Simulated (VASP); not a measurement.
LiCl: single point with PBEsol

LiCl:

```
Li Cl
1.0
     3.27112    0.00000    0.00000
     0.00000    3.27112    0.00000
     0.00000    0.00000    3.27112
Li Cl
1 1
Direct
  0.00000 0.00000 0.00000
  0.50000 0.50000 0.50000
```

| Property | Result |
| --- | --- |
| Program | VASP 6.6.1 |
| Task | single point |
| Functional | PBEsol |
| Potentials or basis | VASP PAW PBE potentials, release 64 (Li_sv, Cl) |
| Cutoff | 520 eV |
| k mesh | 6 × 6 × 6 |
| Occupations | gaussian, width 0.01 eV |
| Spin | no spin polarisation |
| Dipole correction | no |
| Further INCAR settings | ALGO = Normal; EDIFF = 1e-06; NBANDS = 12 |

```
Band gap on the k mesh : 4.28 eV, indirect (least direct gap 5.09 eV)
```

Levels at points of the mesh, in eV from the valence-band top:
```csv
k point,band 1,band 2,band 3,band 4,band 5,band 6,band 7,band 8,band 9,band 10
"(0.00, 0.00, 0.00)",-44.59,-14.24,-0.83,-0.83,-0.83,4.28,8.52,8.52,13.17,13.17
"(0.50, 0.00, 0.00)",-44.59,-13.72,-4.02,-0.35,-0.35,5.70,9.41,10.16,10.16,10.43
"(0.50, 0.50, 0.00)",-44.58,-13.20,-3.39,-3.39,0.00,5.09,9.71,9.71,10.50,13.30
"(0.50, 0.50, 0.50)",-44.58,-12.75,-2.52,-2.52,-2.52,5.05,5.05,5.05,11.99,18.46
```

Run time: 4.1 s on 1 thread of Intel(R) Xeon(R) Platinum 8375C CPU @ 2.90GHz (Ice Lake), on a shared host, peak memory 0.13 GiB.

 As with any semilocal functional, this PBEsol gap is likely too small.
